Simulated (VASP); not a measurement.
Set up this calculation in VASP 6.6.1, as the native input.

| Property | Result |
| --- | --- |
| Task | single point |
| Functional | PBE |
| Dispersion | D3(BJ) |
| Potentials or basis | VASP PAW PBE potentials, release 64 (As) |
| Cutoff | 520 eV |
| k mesh | 9 × 9 × 1 |
| Occupations | gaussian, width 0.02 eV |
| Spin | no spin polarisation |
| Dipole correction | yes |
| Further INCAR settings | ALGO = Normal; EDIFF = 1e-06; NBANDS = 12 |

The structure of As lies in POSCAR:

```
As
1.0
    3.5001913585      0.0000000000      0.0000000000
   -1.7500956792      3.0931169740      0.0000000000
    0.0000000000      0.0000000000     28.5742411176
As
2
Direct
    0.3339680196      0.6679360392      0.4753692260
    0.6660319804      0.3320639608      0.5246307740
```

This cell differs from its parent crystal: strain along x -0.020, then relaxed in part.

The input as run:

INCAR

```
PREC = Accurate
ENCUT = 520
EDIFF = 1E-6
ISMEAR = 0
SIGMA = 0.02
LREAL = False
LASPH = True
NELM = 60
ALGO = Normal
ISIF = 2
LWAVE = False
LCHARG = False
LDIPOL = True
IDIPOL = 3
DIPOL = 0.5 0.5 0.500
GGA = PE
IVDW = 12
NBANDS = 12
```

KPOINTS

```
regular mesh
0
Gamma
  9 9 1
```

Potentials or basis: VASP PAW PBE potentials, release 64 (As).

Run with:

```sh
$ cat potpaw_PBE.64/As/POTCAR > POTCAR
$ mpirun -np 1 vasp_std > vasp.out
```

Results of the run:

```yaml
Largest_force: 0.093 eV/Å
Band_gap_on_the_k_mesh: 1.30 eV (least direct gap 2.01 eV)
Dispersion_energy_per_atom: -0.216 eV
```

Caveat: the cell differs from its parent crystal (strain along x -0.020, then relaxed in part).

Wall time 4.2 min on 1 thread of Intel Xeon 8259CL, on a shared host, peak memory 0.45 GiB.
